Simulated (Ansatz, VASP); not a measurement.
**One calculation of CsRh2, two programs**

INCAR

```
ALGO = Fast
EDIFF = 1E-7
EDIFFG = -0.04
ENCUT = 600
GGA = PE
IBRION = 2
ISIF = 3
ISMEAR = 0
LASPH = T
LCHARG = F
LREAL = F
LWAVE = F
NELM = 100
NSW = 90
PREC = Accurate
SIGMA = 0.1
```

The input KPOINTS:

```
k-points
0
Gamma
  4 4 4
```

Contents of POSCAR:

```
CsRh2
1.0
    4.4181464306      0.0000000000      0.0000000000
    0.0000000000      4.4181464306      0.0000000000
    0.0000000000      0.0000000000      6.7412149069
Cs Rh
2 4
Direct
    0.0000000000      0.5000000000      0.7000000000
    0.5000000000      0.0000000000      0.3000000000
    0.0000000000      0.0000000000      0.0000000000
    0.5000000000      0.5000000000      0.0000000000
    0.0000000000      0.5000000000      0.2700000000
    0.5000000000      0.0000000000      0.7300000000
```

Input for Ansatz:

```yaml
crystal:
  lattice:
    - [4.4181464306, 0.0, 0.0]
    - [0.0, 4.4181464306, 0.0]
    - [0.0, 0.0, 6.7412149069]
  atoms:
    - { symbol: Cs, position: [0.0, 0.5, 0.7] }
    - { symbol: Cs, position: [0.5, 0.0, 0.3] }
    - { symbol: Rh, position: [0.0, 0.0, 0.0] }
    - { symbol: Rh, position: [0.5, 0.5, 0.0] }
    - { symbol: Rh, position: [0.0, 0.5, 0.27] }
    - { symbol: Rh, position: [0.5, 0.0, 0.73] }
basis:
  ecutwfc: 420
kpoints:
  mp_grid: { grid: [4, 4, 4] }
hamiltonian:
  xc: pbe
scf:
  occupations: { method: gaussian, width: 0.1 }
  lower_state_search: "off"
output:
  forces: true
  stress: true
  eigenvalues: true
relax:
  adjacent_minimum: "off"
  f_tol: 0.04
  max_steps: 70
  cell: { stress_tol: 0.4 }
```

Alike in both runs: task relaxation of cell and atoms; functional PBE; k mesh 4 × 4 × 4; occupations gaussian, width 0.1 eV; no spin polarisation.

```csv
,VASP,Ansatz
version,VASP 6.6.1,Ansatz 0.2.0
potentials or method,"VASP PAW PBE potentials, release 64 (Cs_sv, Rh_pv), cutoff 600 eV","scalar-relativistic, plane waves, PAW"
valence electrons in the cell,78,86
```

```csv
,VASP,Ansatz,Ansatz less VASP
"gap on the k mesh at the Fermi level, each at its own relaxed structure (eV)",none,none,-
relaxed volume (Å³/atom),30.60,33.82,+3.222
relaxed length of the cell vector where the two differ most in proportion (Å),8.422,9.375,+0.9535
```

A gap of «none» marks a metal or a gap that the smearing closes. One of these differences is far larger than is usual between the two programs; its cause wasn't traced. VASP's potentials hold 78 valence electrons a cell and Ansatz's 86, so a difference there can come from the potentials and not from the codes.

Neither program's run includes spin-orbit coupling. Noted on VASP's run: the volume moved by over 15 % at a fixed basis, so the end points are rough.
